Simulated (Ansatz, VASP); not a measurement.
# Al2O3: VASP beside Ansatz

```
CELL_PARAMETERS angstrom
2.40444 1.38820 4.37467
-2.40444 1.38820 4.37467
0.00000 -2.77641 4.37467
ATOMIC_POSITIONS crystal
Al 0.35215 0.35215 0.35215
Al 0.14785 0.14785 0.14785
Al 0.64785 0.64785 0.64785
Al 0.85215 0.85215 0.85215
O 0.55617 0.94383 0.25000
O 0.25000 0.55617 0.94383
O 0.94383 0.25000 0.55617
O 0.44383 0.05617 0.75000
O 0.75000 0.44383 0.05617
O 0.05617 0.75000 0.44383
```

Alike in both runs: functional PBE; k mesh 6 × 6 × 6; no spin polarisation.

Ansatz relaxed the structure, and its values are those at the end. VASP's run is a single point on that final structure, the one shown.

```csv
,VASP,Ansatz
version,VASP 6.6.1,Ansatz 0.2.0
potentials or method,"VASP PAW PBE potentials, release 64 (Al, O), cutoff 520 eV","scalar-relativistic, plane waves, PAW"
occupations,"gaussian, width 0.01 eV",fixed
valence electrons in the cell,48,48
```

Ansatz gave:

- gap on the k mesh at the Fermi level (eV): 5.85
- pressure (GPa): 0.0

Task: What did VASP give for the same quantities?

Result: gap on the k mesh at the Fermi level (eV): 5.85; pressure (GPa): -0.2.
